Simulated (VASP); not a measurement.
**BaZrO3: single point with LDA**

BaZrO3:

```xyz
5
Lattice="4.0334 0.0000 0.0000 0.0000 4.4896 0.0000 0.0000 0.0000 4.1475" Properties=species:S:1:pos:R:3 pbc="T T T"
Ba    2.0167    2.2448    2.0737
Zr    0.0000    0.0000    0.0000
O     2.0167    0.0000    0.0000
O     0.0000    2.2448    0.0000
O     0.0000    0.0000    2.0737
```

This cell differs from its parent crystal: normal strain along x -0.0275, normal strain along y +0.0825.

```json
{"Program": "VASP 6.6.1", "Task": "single point", "Functional": "LDA", "Potentials or basis": "VASP PAW LDA potentials, release 64 (Ba_sv, Zr_sv, O)", "Cutoff": "520 eV", "k mesh": "6 × 6 × 6", "Occupations": "gaussian, width 0.05 eV", "Spin": "no spin polarisation"}
```

* Pressure: -4.5 GPa
* Band gap on the k mesh: 2.76 eV, indirect (least direct gap 2.98 eV)

Stress tensor (GPa, compression positive):
```
  5.54   0.00   0.00
  0.00 -16.52   0.00
  0.00   0.00  -2.51
```

Levels at points of the mesh, in eV from the valence-band top:
```csv
k point,band 16,band 17,band 18,band 19,band 20,band 21,band 22,band 23,band 24,band 25
"(0.00, 0.00, 0.00)",-0.93,-0.86,-0.45,-0.30,-0.23,2.76,2.90,3.20,4.02,4.76
"(0.50, 0.00, 0.00)",-1.89,-1.86,-1.74,-0.66,-0.56,3.32,5.95,6.03,6.41,6.49
"(0.00, 0.50, 0.00)",-1.79,-1.28,-1.25,-0.52,-0.43,3.49,4.77,4.81,5.42,6.17
"(0.50, 0.50, 0.00)",-2.17,-1.18,-1.16,-0.85,-0.35,4.83,5.93,6.21,6.21,7.35
"(0.00, 0.00, 0.50)",-1.94,-1.73,-1.70,-0.66,-0.47,3.36,5.58,5.70,6.11,6.40
"(0.50, 0.00, 0.50)",-2.79,-1.10,-0.66,-0.66,-0.05,5.52,5.82,5.83,6.85,7.88
"(0.00, 0.50, 0.50)",-2.04,-1.37,-1.34,-0.71,-0.36,4.85,5.64,5.83,6.29,7.04
"(0.50, 0.50, 0.50)",-2.68,-2.38,-0.15,-0.10,0.00,5.43,5.49,6.07,6.44,6.73
```

It took 2.3 min on 1 thread of Intel Xeon 6975P-C (shared host), peak memory 0.25 GiB.

Caveat: the cell differs from its parent crystal (normal strain along x -0.0275, normal strain along y +0.0825); spin-orbit coupling is left out, which moves the levels of the heavy elements. A k mesh can miss the band edges.
